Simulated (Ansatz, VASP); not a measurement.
**Two plane-wave programs on Sc**

INCAR

```
ALGO     = Fast           # electronic algorithm
DIPOL    = 0.5 0.5 0.500
EDIFF    = 1E-6           # SCF threshold, eV
ENCUT    = 520            # plane-wave cutoff, eV
GGA      = PS             # functional
IDIPOL   = 3            
ISIF     = 2              # what is computed and relaxed
ISMEAR   = 0              # smearing method
LASPH    = T              # aspherical terms in the spheres
LCHARG   = F              # write CHGCAR
LDIPOL   = T            
LREAL    = F              # projectors in reciprocal space
LWAVE    = F              # write WAVECAR
NBANDS   = 36             # bands
NELM     = 60             # most SCF steps
PREC     = Accurate       # precision mode
SIGMA    = 0.1            # smearing width, eV
```

File KPOINTS:

```
k-points
0
Gamma
  11 11 1
```

The input POSCAR:

```
Sc
1.0
    3.2186815821      0.0000000000      0.0000000000
    0.0000000000      3.2186815821      0.0000000000
    0.0000000000      0.0000000000     24.1038062929
Sc
5
Direct
    0.5000000000      0.5000000000      0.3111541766
    0.0000000000      0.0000000000      0.4055770883
    0.5000000000      0.5000000000      0.5000000000
    0.0000000000      0.0000000000      0.5944229117
    0.5000000000      0.5000000000      0.6888458234
```

Input for Ansatz:

```yaml
crystal:
  lattice:
    - [3.2186815821, 0.0, 0.0]
    - [0.0, 3.2186815821, 0.0]
    - [0.0, 0.0, 24.1038062929]
  atoms:
    - { symbol: Sc, position: [0.5, 0.5, 0.3111541766] }
    - { symbol: Sc, position: [0.0, 0.0, 0.4055770883] }
    - { symbol: Sc, position: [0.5, 0.5, 0.5] }
    - { symbol: Sc, position: [0.0, 0.0, 0.5944229117] }
    - { symbol: Sc, position: [0.5, 0.5, 0.6888458234] }
basis:
  ecutwfc: 420
kpoints:
  mp_grid: { grid: [11, 11, 1] }
hamiltonian:
  xc: pbesol
scf:
  occupations: { method: gaussian, width: 0.1 }
output:
  forces: true
  stress: true
  eigenvalues: true
efield:
  axis: 3
  dipole_correction: true
```

Alike in both runs: task single point; functional PBEsol; k mesh 11 × 11 × 1; occupations gaussian, width 0.1 eV; no spin polarisation.

```csv
,VASP,Ansatz
version,VASP 6.6.1,Ansatz 0.2.0
potentials or method,"VASP PAW PBE potentials, release 64 (Sc_sv), cutoff 520 eV","scalar-relativistic, plane waves, PAW"
valence electrons in the cell,55,55
```

VASP gave:

* gap on the k mesh at the Fermi level (eV): none
* rms of the force components (eV/Å): 0.232

**Question.** Estimate Ansatz's values.

**Answer.** gap on the k mesh at the Fermi level (eV): none; rms of the force components (eV/Å): 0.234.

VASP's potentials were made for PBE, not for PBEsol. Atom by atom the forces differ by 0.003 eV/Å (rms over components). A gap of «none» marks a metal or a gap that the smearing closes. The functional is the same, so the differences come from potentials, cutoffs and numerics.
